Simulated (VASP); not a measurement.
A run of VASP 6.6.1 is set up as follows.

INCAR

```
ALGO     = Normal         # electronic algorithm
EDIFF    = 1E-7           # SCF threshold, eV
ENCUT    = 520            # plane-wave cutoff, eV
GGA      = PE             # functional
ISIF     = 2              # what is computed and relaxed
ISMEAR   = -1             # smearing method
LASPH    = True           # aspherical terms in the spheres
LCHARG   = True           # write CHGCAR
LELF     = True           # ELF
LREAL    = False          # projectors in reciprocal space
LVHAR    = True         
LWAVE    = False          # write WAVECAR
NBANDS   = 28             # bands
NELM     = 60             # most SCF steps
PREC     = Accurate       # precision mode
SIGMA    = 0.05           # smearing width, eV
```

The input KPOINTS:

```
k-points
0
Gamma
  6 6 6
```

Contents of POSCAR:

```
BaTiO3
1.0
    3.9855000000      0.0000000000      0.0000000000
    0.0000000000      2.8369000000      2.8451500000
    0.0000000000     -2.8369000000      2.8451500000
Ba Ti O
1 1 3
Direct
    0.0000000000      0.0000000000      0.0000000000
    0.5000000000      0.5124000000      0.5124000000
    0.5000000000      0.9918400000      0.5052400000
    0.5000000000      0.5052400000      0.9918400000
    0.0000000000      0.4874000000      0.4874000000
```

Potentials or basis: VASP PAW PBE potentials, release 64 (Ba_sv, Ti_sv, O).

Command:

```console
$ cat potpaw_PBE.64/Ba_sv/POTCAR potpaw_PBE.64/Ti_sv/POTCAR potpaw_PBE.64/O/POTCAR > POTCAR
$ mpirun -np 1 vasp_std > vasp.out
```

Question: Estimate the pressure.

Answer: 4.1 GPa.

Question: What does it give for the band gap on the k mesh?

Answer: 1.85 eV (least direct gap 2.06 eV).

Question: What does it give for the largest force?

Answer: 0.261 eV/Å.

Forces on the atoms (eV/Å):
```
Ba   0.000  0.000  0.154
Ti   0.000  0.000  0.148
O    0.000  0.027 -0.259
O    0.000 -0.027 -0.259
O    0.000  0.000  0.216
```

Caveat: the cell stands under pressure; spin-orbit coupling is left out, which moves the levels of the heavy elements. PBE gaps usually lie below the measured ones, often by a third to a half.
